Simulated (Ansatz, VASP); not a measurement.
# Two plane-wave programs on CaSe

File POSCAR:

```
CaSe
1.0
    5.0551602614      0.0000000000      0.0000000000
   -2.5275801307      4.3778972066      0.0000000000
    0.0000000000      0.0000000000      5.9339116218
Ca Se
2 2
Direct
    0.3333333333      0.6666666667     -0.0624992787
    0.6666666667      0.3333333333      0.4375007213
    0.3333333333      0.6666666667      0.4374992787
    0.6666666667      0.3333333333      0.9374992787
```

INCAR.step1

```
PREC     = Accurate       # precision mode
ENCUT    = 520            # plane-wave cutoff, eV
ISMEAR   = 0              # smearing method
SIGMA    = 0.01           # smearing width, eV
LREAL    = False          # projectors in reciprocal space
LASPH    = True           # aspherical terms in the spheres
NELM     = 100            # most SCF steps
NBANDS   = 24             # bands
GGA      = PE             # functional
ALGO     = Normal         # electronic algorithm
EDIFF    = 1E-4           # SCF threshold, eV
LWAVE    = True           # write WAVECAR
LCHARG   = False          # write CHGCAR
```

File INCAR.step2:

```
PREC     = Accurate       # precision mode
ENCUT    = 520            # plane-wave cutoff, eV
EDIFF    = 1E-6           # SCF threshold, eV
ISMEAR   = 0              # smearing method
SIGMA    = 0.01           # smearing width, eV
LREAL    = False          # projectors in reciprocal space
LASPH    = True           # aspherical terms in the spheres
NELM     = 100            # most SCF steps
ALGO     = Normal         # electronic algorithm
ISIF     = 2              # what is computed and relaxed
LWAVE    = False          # write WAVECAR
LCHARG   = False          # write CHGCAR
METAGGA  = R2SCAN         # meta-GGA
LMIXTAU  = True         
NBANDS   = 24             # bands
ISTART   = 1
```

File KPOINTS:

```
regular mesh
0
Gamma
  6 6 4
```

Input for Ansatz:

```yaml
crystal:
  lattice:
    - [5.0551602614, 0.0, 0.0]
    - [-2.5275801307, 4.3778972066, 0.0]
    - [0.0, 0.0, 5.9339116218]
  atoms:
    - { symbol: Ca, position: [0.3333333333, 0.6666666667, -0.0624992787] }
    - { symbol: Ca, position: [0.6666666667, 0.3333333333, 0.4375007213] }
    - { symbol: Se, position: [0.3333333333, 0.6666666667, 0.4374992787] }
    - { symbol: Se, position: [0.6666666667, 0.3333333333, 0.9374992787] }
kpoints:
  mp_grid: { grid: [6, 6, 4] }
hamiltonian:
  xc: r2scan
scf:
  occupations: { method: fixed }
  n_extra_bands: 5
output:
  forces: true
  stress: true
  eigenvalues: true
```

Alike in both runs: task single point; functional r2SCAN; k mesh 6 × 6 × 4; no spin polarisation.

|  | VASP | Ansatz |
| --- | --- | --- |
| version | VASP 6.6.1 | Ansatz 0.2.0 |
| potentials or method | VASP PAW PBE potentials, release 64 (Ca_sv, Se) | plane waves, PAW |
| plane-wave cutoff (eV) | 520 | 500 |
| occupations | gaussian, width 0.01 eV | fixed |
| valence electrons in the cell | 32 | 52 |

|  | VASP | Ansatz | Ansatz less VASP |
| --- | --- | --- | --- |
| gap on the k mesh at the Fermi level (eV) | 2.95 | 2.95 | +0.001 |
| pressure (GPa) | -1.0 | -1.1 | -0.18 |
| traceless stress, the component that is largest in VASP (GPa) | -0.11 | -0.12 | -0.003 |

VASP's potentials were made for PBE, not for r2SCAN. VASP's potentials hold 32 valence electrons a cell and Ansatz's 52, so a difference there can come from the potentials and not from the codes. Ansatz's warnings: structure snapped to symmetry.
